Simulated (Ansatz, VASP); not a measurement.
# Two plane-wave programs on Ge

Contents of INCAR:

```
  ALGO = Fast
  EDIFF = 1E-7
  ENCUT = 520
  GGA = PE
  ISIF = 2
  ISMEAR = 0
  LASPH = T
  LCHARG = T
  LELF = T
  LREAL = F
  LVHAR = T
  LWAVE = F
  NBANDS = 66
  NELM = 60
  PREC = Accurate
  SIGMA = 0.15
```

KPOINTS

```
k-points
0
Gamma
  15 15 4
```

The input POSCAR:

```
Ge
1.0
    4.0391102337      0.0000000000      0.0000000000
   -2.0195551169      3.4979720711      0.0000000000
    0.0000000000      0.0000000000     13.5136511089
Ge
8
Direct
    0.0000000000      0.0000000000      0.4152103643
    0.0000000000      0.0000000000      0.5847896357
    0.0000000000      0.0000000000      0.9152103643
    0.0000000000      0.0000000000      0.0847896357
    0.3333333333      0.6666666667      0.3442031336
    0.6666666667      0.3333333333      0.6557968664
    0.6666666667      0.3333333333      0.8442031336
    0.3333333333      0.6666666667      0.1557968664
```

Input for Ansatz:

```yaml
crystal:
  lattice:
    - [4.0391102337, 0.0, 0.0]
    - [-2.0195551169, 3.4979720711, 0.0]
    - [0.0, 0.0, 13.5136511089]
  atoms:
    - { symbol: Ge, position: [0.0, 0.0, 0.4152103643] }
    - { symbol: Ge, position: [0.0, 0.0, 0.5847896357] }
    - { symbol: Ge, position: [0.0, 0.0, 0.9152103643] }
    - { symbol: Ge, position: [0.0, 0.0, 0.0847896357] }
    - { symbol: Ge, position: [0.3333333333, 0.6666666667, 0.3442031336] }
    - { symbol: Ge, position: [0.6666666667, 0.3333333333, 0.6557968664] }
    - { symbol: Ge, position: [0.6666666667, 0.3333333333, 0.8442031336] }
    - { symbol: Ge, position: [0.3333333333, 0.6666666667, 0.1557968664] }
basis:
  ecutwfc: 420
kpoints:
  mp_grid: { grid: [15, 15, 4] }
hamiltonian:
  xc: pbe
scf:
  occupations: { method: gaussian, width: 0.15 }
output:
  forces: true
  stress: true
  eigenvalues: true
  write_density: true
  write_potential: true
  elf: true
  volumetric_format: npy
```

Alike in both runs: task single point; functional PBE; k mesh 15 × 15 × 4; occupations gaussian, width 0.15 eV; no spin polarisation.

|  | VASP | Ansatz |
| --- | --- | --- |
| version | VASP 6.6.1 | Ansatz 0.2.0 |
| potentials or method | VASP PAW PBE potentials, release 64 (Ge_d), cutoff 520 eV | scalar-relativistic, plane waves, PAW |
| valence electrons in the cell | 112 | 112 |

|  | VASP | Ansatz | Ansatz less VASP |
| --- | --- | --- | --- |
| gap on the k mesh at the Fermi level (eV) | none | none | - |
| pressure (GPa) | 0.7 | 0.7 | +0.05 |
| traceless stress, the component that is largest in VASP (GPa) | 2.49 | 2.50 | +0.014 |
| rms of the force components (eV/Å) | 0.938 | 0.940 | +0.0014 |

Atom by atom the forces differ by 0.002 eV/Å (rms over components). A gap of «none» marks a metal or a gap that the smearing closes.
